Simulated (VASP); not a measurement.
# NaI (Pmm2) in VASP: single point with vdW-DF-cx

Aim: the single point of NaI with vdW-DF-cx.

Everything below comes from runs of VASP 6.6.1. Logs are shortened: lines on timing, memory, paths and dates and some standing lists are left out, and cuts for length are marked.

**1. The cell of the first run**

It takes space group Pmm2 (No. 25, orthorhombic). Conventional cell: a = 4.270 Å, b = 4.622 Å, c = 7.720 Å, α = 90.00°, β = 90.00°, γ = 90.00°. I (site symmetry mm2) has 6 Na at 3.15 to 4.19 Å and 4 I at 4.27 to 4.40 Å within 4.4 Å. I (site symmetry mm2) has 6 Na at 3.15 to 4.12 Å and 4 I at 4.27 to 4.40 Å within 4.4 Å. Na (site symmetry mm2) has 6 I at 3.15 to 4.19 Å and 4 Na at 4.11 to 4.27 Å within 4.3 Å. Na (site symmetry mm2) has 6 I at 3.15 to 4.12 Å and 4 Na at 4.11 to 4.27 Å within 4.3 Å.

**2. Single point, vdW-DF-cx (last atom moved by 0.08 Å along z, cell strained by -1.0% along z)**

File INCAR:

```
SYSTEM = NaI
GGA = CX
LUSE_VDW = .True.
AGGAC = 0.0
ISMEAR = 0
SIGMA = 0.03
LWAVE = .False.
LCHARG = .False.
ISIF = 2
PREC = Accurate
LASPH = .True.
LREAL = .False.
ALGO = Normal
EDIFF = 1E-8
NELM = 120
GGA_COMPAT = .False.
ENCUT = 690
EFERMI = MIDGAP
```

File KPOINTS:

```
Automatic mesh
0
Gamma
  10 10 6
  0 0 0
```

File POSCAR:

```
NaI
1.0
    4.6222093067      0.0000000000      0.0000000000
    0.0000000000      4.2697016003      0.0000000000
    0.0000000000      0.0000000000      7.7204001600
I Na
2 2
Direct
    0.7500000000      0.0000000000      0.2575730000
    0.2500000000      0.0000000000      0.7424270000
    0.7500000000      0.5000000000      0.7249690000
    0.2500000000      0.5000000000      0.2852895400
```

Potentials or basis: VASP PAW PBE potentials, release 64 (I, Na_pv).

On the command line:

```
$ cat potpaw_PBE.64/I/POTCAR potpaw_PBE.64/Na_pv/POTCAR > POTCAR
$ mpirun -np 1 vasp_std > vasp.out
```

OUTCAR:

```text
SYSTEM = NaI
   GGA = CX
   ISMEAR = 0
   ISIF = 2
   PREC = Accurate
   LASPH = .True.
   LREAL = .False.
   EDIFF = 1E-8
   NELM = 120
   ENCUT = 690
   EFERMI = MIDGAP

 ion  position               nearest neighbor table
   1  0.750  0.000  0.258-   4 3.15   4 3.15   4 3.15   4 3.15
   2  0.250  0.000  0.742-   3 3.15   3 3.15   3 3.15   3 3.15
   3  0.750  0.500  0.725-   2 3.15   2 3.15   2 3.15   2 3.15
   4  0.250  0.500  0.285-   1 3.15   1 3.15   1 3.15   1 3.15

  LATTYP: Found a simple orthorhombic cell.
 ALAT       =     4.2697016003
 B/A-ratio  =     1.0825602675
 C/A-ratio  =     1.8081826045

  Lattice vectors:

 A1 = (   0.0000000000,  -4.2697016003,   0.0000000000)
 A2 = (   4.6222093067,   0.0000000000,   0.0000000000)
 A3 = (   0.0000000000,   0.0000000000,   7.7204001600)

Analysis of symmetry for initial positions (statically):
=====================================================================
 Subroutine PRICEL returns:
 Original cell was already a primitive cell.

 Routine SETGRP: Setting up the symmetry group for a
 simple orthorhombic supercell.

 Subroutine GETGRP returns: Found  4 space group operations
 (whereof  2 operations were pure point group operations)
 out of a pool of  8 trial point group operations.

The static configuration has the point symmetry C_1h.
 The point group associated with its full space group is C_2v.

Analysis of symmetry for dynamics (positions and initial velocities):
=====================================================================
 Subroutine PRICEL returns:
 Original cell was already a primitive cell.

 Routine SETGRP: Setting up the symmetry group for a
 simple orthorhombic supercell.

 Subroutine GETGRP returns: Found  4 space group operations
 (whereof  2 operations were pure point group operations)
 out of a pool of  8 trial point group operations.

The dynamic configuration has the point symmetry C_1h.
 The point group associated with its full space group is C_2v.

 Subroutine INISYM returns: Found  4 space group operations
 (whereof  2 operations are pure point group operations),
 and found     1 'primitive' translations

----------------------------------------------------------------------------------------

                                     Primitive cell

  volume of cell :     152.3656

  direct lattice vectors                    reciprocal lattice vectors
     4.622209307  0.000000000  0.000000000     0.216346758  0.000000000  0.000000000
     0.000000000  4.269701600  0.000000000     0.000000000  0.234208405  0.000000000
     0.000000000  0.000000000  7.720400160     0.000000000  0.000000000  0.129526965

  length of vectors
     4.622209307  4.269701600  7.720400160     0.216346758  0.234208405  0.129526965

  position of ions in fractional coordinates (direct lattice)
     0.750000000  0.000000000  0.257573000
     0.250000000  0.000000000  0.742427000
     0.750000000  0.500000000  0.724969000
     0.250000000  0.500000000  0.285289540

  ion indices of the primitive-cell ions
   primitive index   ion index
                 1           1
                 2           2
                 3           3
                 4           4

----------------------------------------------------------------------------------------

 KPOINTS: Automatic mesh

Automatic generation of k-mesh.
 Grid dimensions read from file:
 generate k-points for:   10   10    6

 Generating k-lattice:

  Cartesian coordinates                     Fractional coordinates (reciprocal lattice)
     0.021634676  0.000000000  0.000000000     0.100000000  0.000000000  0.000000000
     0.000000000  0.023420840  0.000000000     0.000000000  0.100000000  0.000000000
     0.000000000  0.000000000  0.021587827     0.000000000  0.000000000  0.166666667

  Length of vectors
     0.021634676  0.023420840  0.021587827

  Shift w.r.t. Gamma in fractional coordinates (k-lattice)
     0.000000000  0.000000000  0.000000000

 Subroutine IBZKPT returns following result:
 ===========================================

 Found    144 irreducible k-points:

 Following reciprocal coordinates:
            Coordinates               Weight
  0.000000  0.000000  0.000000      1.000000
  0.100000  0.000000  0.000000      2.000000
  0.200000  0.000000  0.000000      2.000000
  0.300000  0.000000  0.000000      2.000000
  0.400000  0.000000  0.000000      2.000000
  0.500000  0.000000  0.000000      1.000000
[... 16 lines left out ...]
  0.400000  0.300000  0.000000      4.000000
  0.500000  0.300000  0.000000      2.000000
 [... further k-points ...]
   k-points           NKPTS =    144   k-points in BZ     NKDIM =    144   number of bands    NBANDS=     18
   number of dos      NEDOS =    301   number of ions     NIONS =      4
   total plane-waves  NPLWV = 112000
   dimension x,y,z NGX =    40 NGY =   40 NGZ =   70
   dimension x,y,z NGXF=    80 NGYF=   80 NGZF=  140
   ions per type =               2   2
   NGX,Y,Z   is equivalent  to a cutoff of  14.39, 15.57, 15.07 a.u.
   NGXF,Y,Z  is equivalent  to a cutoff of  28.77, 31.15, 30.15 a.u.
 SYSTEM =  NaI
   PREC   = accura    normal or accurate (medium, high low for compatibility)
   ISTART =      0    job   : 0-new  1-cont  2-samecut
   ICHARG =      2    charge: 1-file 2-atom 10-const
   ISPIN  =      1    spin polarized calculation?
   LNONCOLLINEAR =      F non collinear calculations
   LSORBIT =      F    spin-orbit coupling
   LASPH  =      T    aspherical Exc in radial PAW
   ENCUT  =  690.0 eV  50.71 Ry    7.12 a.u.   9.90  9.14 16.54*2*pi/ulx,y,z
   NELM   =    120;   NELMIN=  2; NELMDL= -5     # of ELM steps
   EDIFF  = 0.1E-07   stopping-criterion for ELM
   LREAL  =      F    real-space projection
   EDIFFG = 0.1E-06   stopping-criterion for IOM
   NSW    =      0    number of steps for IOM
   IBRION =     -1    ionic relax: 0-MD 1-quasi-New 2-CG
   NFREE  =      0    steps in history (QN), initial steepest desc. (CG)
   ISIF   =      2    stress and relaxation
   ISYM   =      2    0-nonsym 1-usesym 2-fastsym
   POTIM  = 0.5000    time-step for ionic-motion
   TEBEG  =    0.0;   TEEND  =   0.0 temperature during run

   SCALEE = 1.0000    scale energy and forces
   PSTRESS=    0.0 pullay stress
   NELECT =      28.0000    total number of electrons
   NUPDOWN=      -1.0000    fix difference up-down
   EMIN   =  10.00;   EMAX   =-10.00  energy-range for DOS
   EFERMI =   0.00;   METHOD = MIDGAP
   ISMEAR =     0;   SIGMA  =   0.03  broadening in eV -4-tet -1-fermi 0-gaus
   EFERMI_NEDOS =   21; number of points for ismear=-14 and -15
   IALGO  =     38    algorithm
   IMIX   =      4    mixing-type and parameters
     AMIX     =   0.40;   BMIX     =  1.00
     AMIX_MAG =   1.60;   BMIX_MAG =  1.00
  volume/ion in A,a.u.               =      38.09       257.05
  Fermi-wavevector in a.u.,A,eV,Ry     =   0.930747  1.758858 11.786602  0.866291
  Thomas-Fermi vector in A             =   2.057168
   LORBIT       =      0    0 simple, 1 ext, 2 COOP (PROOUT), +10 PAW based schemes
   GGA     = CX    functional components
   LHFCALC =     F    Hartree Fock is set to
   AEXX    =    0.0000 exact exchange contribution
   IVDW_NL    =     1    kernel type
   BPARAM     = 6.3000
   IVDW    =     0    specifies the selected vdW correction
   LEPSILON=     F    determine dielectric tensor
   LRPA    =     F    only Hartree local field effects (RPA)

   CSHIFT  =0.1000    complex shift for real part using Kramers Kronig

   OMEGAMAX=  -1.0    maximum frequency
 non-spin polarized calculation
 Gauss-broadening in eV      SIGMA  =   0.03
  energy-cutoff  :      690.00
  volume of cell :      152.37
 maximum number of plane-waves:      6324
 NGX is ok and might be reduce to    40
   NGX = 19   NGY = 19   NGZ = 33

 number of electron      28.0000004 magnetization

 Free energy of the ion-electron system (eV)
  ---------------------------------------------------
  ext. energy  EPLUGINS =         0.00000000
  ---------------------------------------------------
  free energy    TOTEN  =        -2.12619400 eV

  energy without entropy =       -2.12619400  energy(sigma->0) =       -2.12619400

 E-fermi :   1.9828     XC(G=0):  -7.1697

 val. band max:        0.6039211560   @ k =   0.0000   0.5000   0.0000
 cond. band min:       3.3617080321   @ k =   0.0000   0.0000   0.0000
 fundamental gap:      2.7577868761
 Fermi energy:         1.9828145940

 k-point     1 :       0.0000    0.0000    0.0000
  band No.  band energies     occupation
      1     -22.6180      2.00000
      2     -22.5944      2.00000
      3     -22.5627      2.00000
      4     -22.5623      2.00000
      5     -22.5397      2.00000
      6     -22.5392      2.00000
[... 10 lines left out ...]
     17       6.4807      0.00000
     18       6.8792      0.00000

 k-point     2 :       0.1000    0.0000    0.0000
  band No.  band energies     occupation
      1     -22.6179      2.00000
      2     -22.5944      2.00000
      3     -22.5630      2.00000
      4     -22.5623      2.00000
      5     -22.5400      2.00000
      6     -22.5391      2.00000
[... 10 lines left out ...]
     17       6.6210      0.00000
     18       6.8959      0.00000

 k-point     3 :       0.2000    0.0000    0.0000
  band No.  band energies     occupation
      1     -22.6178      2.00000
      2     -22.5944      2.00000
      3     -22.5637      2.00000
      4     -22.5622      2.00000
      5     -22.5408      2.00000
      6     -22.5390      2.00000
[... 10 lines left out ...]
     17       6.8708      0.00000
     18       6.9699      0.00000

 k-point     4 :       0.3000    0.0000    0.0000
  band No.  band energies     occupation
      1     -22.6177      2.00000
      2     -22.5945      2.00000
      3     -22.5646      2.00000
      4     -22.5620      2.00000
      5     -22.5417      2.00000
      6     -22.5388      2.00000
[... 375 lines left out ...]
      4     -22.5637      2.00000
      5     -22.5423      2.00000
      6     -22.5409      2.00000
[... 10 lines left out ...]
     17       5.8354      0.00000
     18       7.1682      0.00000

 k-point    23 :       0.4000    0.3000    0.0000
  band No.  band energies     occupation
      1     -22.6174      2.00000
      2     -22.5942      2.00000
      3     -22.5652      2.00000
      4     -22.5644      2.00000
      5     -22.5421      2.00000
      6     -22.5415      2.00000
[... 10 lines left out ...]
     17       6.0120      0.00000
     18       6.7832      0.00000

 k-point    24 :       0.5000    0.3000    0.0000
  band No.  band energies     occupation
      1     -22.6174      2.00000
      2     -22.5943      2.00000
      3     -22.5652      2.00000
      4     -22.5647      2.00000
      5     -22.5420      2.00000
      6     -22.5418      2.00000
[... 10 lines left out ...]
     17       6.3902      0.00000
     18       6.4016      0.00000

 [... further k-points ...]

------------------------ aborting loop because EDIFF is reached ----------------------------------------

  FORCE on cell =-STRESS in cart. coord.  units (eV):
  Direction    XX          YY          ZZ          XY          YZ          ZX
  --------------------------------------------------------------------------------------
  -------------------------------------------------------------------------------------
  Total        0.0085662     -0.2598817     -0.5488095      0.0000000      0.0000000      0.0000000
  in kB        0.0900760     -2.7327469     -5.7709229      0.0000000      0.0000000      0.0000000
  external PRESSURE =      -2.8045313 kB  Pullay stress =       0.0000000 kB

 VOLUME and BASIS-vectors are now :
 -----------------------------------------------------------------------------
  energy-cutoff  :      690.00
  volume of cell :      152.37
      direct lattice vectors                 reciprocal lattice vectors
     4.622209307  0.000000000  0.000000000     0.216346758  0.000000000  0.000000000
     0.000000000  4.269701600  0.000000000     0.000000000  0.234208405  0.000000000
     0.000000000  0.000000000  7.720400160     0.000000000  0.000000000  0.129526965

 POSITION                                       TOTAL-FORCE (eV/Angst)
 -----------------------------------------------------------------------------------
      3.46666      0.00000      1.98857         0.000000      0.000000      0.005029
      1.15555      0.00000      5.73183         0.000000      0.000000     -0.023702
      3.46666      2.13485      5.59705         0.000000      0.000000      0.040480
      1.15555      2.13485      2.20255         0.000000      0.000000     -0.021807
 -----------------------------------------------------------------------------------
    total drift:                               -0.000000     -0.000000     -0.000065

  FREE ENERGIE OF THE ION-ELECTRON SYSTEM (eV)
  ---------------------------------------------------
  free  energy   TOTEN  =        -2.1261939954 eV

  energy  without entropy=       -2.1261939954  energy(sigma->0) =       -2.12619400

Total vdW correction in eV:      7.1558598
```

It took 7 min on 1 thread of Intel Xeon Platinum 8488C (Sapphire Rapids), shared host; peak memory 1.2 GiB.

Results:

- Free energy: -2.1262 eV
- Pressure: -0.3 GPa
- Largest force: 0.040 eV/Å
- Band gap on the k mesh: 2.76 eV (least direct gap 2.98 eV)

Forces on the atoms (eV/Å):
```
I    0.000  0.000  0.005
I    0.000  0.000 -0.024
Na   0.000  0.000  0.040
Na   0.000  0.000 -0.022
```

Stress tensor (GPa, compression positive):
```
 0.01  0.00  0.00
 0.00 -0.27  0.00
 0.00  0.00 -0.58
```

Caveat: the cell differs from its parent crystal (last atom moved by 0.08 Å along z, cell strained by -1.0% along z); the PAW data sets were made with another functional, which shifts forces and pressure a little; spin-orbit coupling is left out, which moves the levels of the heavy elements.
